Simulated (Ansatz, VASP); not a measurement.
## Si3Sb2Te in VASP and in Ansatz

```xyz
6
Lattice="4.3308 0.0000 0.0000 -2.1654 3.7506 0.0000 0.0000 0.0000 8.5189" Properties=species:S:1:pos:R:3 pbc="T T T"
Si    2.1654    1.2502    4.2594
Si    0.0000    0.0000    0.0000
Si    0.0000    0.0000    4.2594
Sb    0.0000    2.5004    2.0686
Sb    0.0000    2.5004    6.4503
Te    2.1654    1.2502    0.0000
```

Change from the starting cell: species swapped into the Ce2Si3Ni type (P-6m2, No. 187).

Alike in both runs: task relaxation of cell and atoms; functional PBE; k mesh 4 × 4 × 2; occupations gaussian, width 0.2 eV; no spin polarisation.

```csv
,VASP,Ansatz
version,VASP 6.6.1,Ansatz 0.2.0
potentials or method,"VASP PAW PBE potentials, release 64 (Si, Sb, Te), cutoff 500 eV","scalar-relativistic, plane waves, PAW"
valence electrons in the cell,28,58
```

VASP gave:

| Property | Result |
| --- | --- |
| gap on the k mesh at the Fermi level, each at its own relaxed structure (eV) | none |
| relaxed volume (Å³/atom) | 21.24 |
| relaxed cell length with the largest relative difference (Å) | 4.805 |

Q: Estimate Ansatz's values.

A: gap on the k mesh at the Fermi level, each at its own relaxed structure (eV): none; relaxed volume (Å³/atom): 21.34; relaxed cell length with the largest relative difference (Å): 4.817.

A gap of «none» marks a metal or a gap that the smearing closes. VASP's potentials hold 28 valence electrons a cell and Ansatz's 58, so a difference there can come from the potentials and not from the codes.

The k mesh is coarse, so the values compare programs but aren't converged. Neither program's run includes spin-orbit coupling.
